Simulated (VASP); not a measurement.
The system is MoS2.

```
Mo S
1.0
     1.56940    0.90609    6.10872
    -1.56940    0.90609    6.10872
     0.00000   -1.81218    6.10872
Mo S
1 2
Cartesian
  0.0000 0.0000 0.0000
  0.0000 0.0000 7.6420
  0.0000 0.0000 4.5815
```

This cell differs from its parent crystal: volume scaled by 0.98.

Base run:

| Item | Value |
| --- | --- |
| Program | VASP 6.6.1 |
| Functional | LDA |
| Potentials or basis | VASP PAW LDA potentials, release 64 (Mo_sv, S) |
| Cutoff | 520 eV |
| k mesh | 10 × 10 × 10 |
| Occupations | fermi-dirac, width 0.05 eV |
| Spin | no spin polarisation |

Its results: band gap on the k mesh 0.87 eV, indirect (least direct gap 2.02 eV); pressure 0.9 GPa; largest force 0.447 eV/Å.

Task: The run is repeated on the same cell with these changes: functional from LDA to PBEsol; potentials or basis from VASP PAW LDA potentials, release 64 (Mo_sv, S) to VASP PAW PBE potentials, release 64 (Mo_sv, S). What comes out?

Result: Band gap on the k mesh 0.91 eV, indirect (least direct gap 2.02 eV); pressure 3.6 GPa; largest force 0.615 eV/Å.

Caveats: the PAW data sets were made with another functional, which shifts forces and pressure a little (some runs).

A k mesh can miss the band edges.
